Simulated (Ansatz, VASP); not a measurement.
## KBr: VASP beside Ansatz

The input INCAR:

```
SYSTEM = KBr
  ALGO = Normal
  EDIFF = 1E-6
  EDIFFG = -0.005
  ENCUT = 600
  GGA = CA
  IBRION = 2
  ISIF = 3
  ISMEAR = -1
  LASPH = .TRUE.
  LCHARG = .FALSE.
  LREAL = .FALSE.
  LWAVE = .FALSE.
  NELM = 100
  NSW = 80
  PREC = Accurate
  SIGMA = 0.05
```

File KPOINTS:

```
k-points
0
G
  7 7 7
  0 0 0
```

Contents of POSCAR:

```
KBr
1.0
    0.0000000000      3.3000000000      3.3000000000
    3.3000000000      0.0000000000      3.3000000000
    3.3000000000      3.3000000000      0.0000000000
Br K
1 1
Direct
    0.5000000000      0.5000000000      0.5000000000
    0.0000000000      0.0000000000      0.0000000000
```

input.yaml

```yaml
crystal:
  lattice:
    - [0.0, 3.3, 3.3]
    - [3.3, 0.0, 3.3]
    - [3.3, 3.3, 0.0]
  atoms:
    - { symbol: Br, position: [0.5, 0.5, 0.5] }
    - { symbol: K, position: [0.0, 0.0, 0.0] }
kpoints:
  mp_grid: { grid: [7, 7, 7] }
scf:
  occupations: { method: fermi_dirac, width: 0.05 }
hamiltonian:
  xc: lda
  pseudopotentials: { kind: all_electron, lapw: { basis_error: 0.001 } }
output:
  forces: true
  stress: true
relax:
  f_tol: 0.005
  max_steps: 60
  cell: {}
```

Alike in both runs: task relaxation of cell and atoms; functional LDA; k mesh 7 × 7 × 7; occupations fermi-dirac, width 0.05 eV; no spin polarisation.

|  | VASP | Ansatz |
| --- | --- | --- |
| version | VASP 6.6.1 | Ansatz 0.2.0 |
| potentials or method | VASP PAW LDA potentials, release 64 (Br, K_sv), cutoff 600 eV | all-electron LAPW, scalar-relativistic |

VASP gave:

```
relaxed volume (Å³/atom)                                     : 32.49
relaxed cell length with the largest relative difference (Å) : 4.513
```

Task: Which values does Ansatz return?

Result: Relaxed volume (Å³/atom): 32.39; relaxed cell length with the largest relative difference (Å): 4.508.

LDA's correlation is that of Perdew and Zunger in VASP and of Perdew and Wang (1992) in Ansatz. Ansatz ran all-electron here, and VASP with PAW potentials.
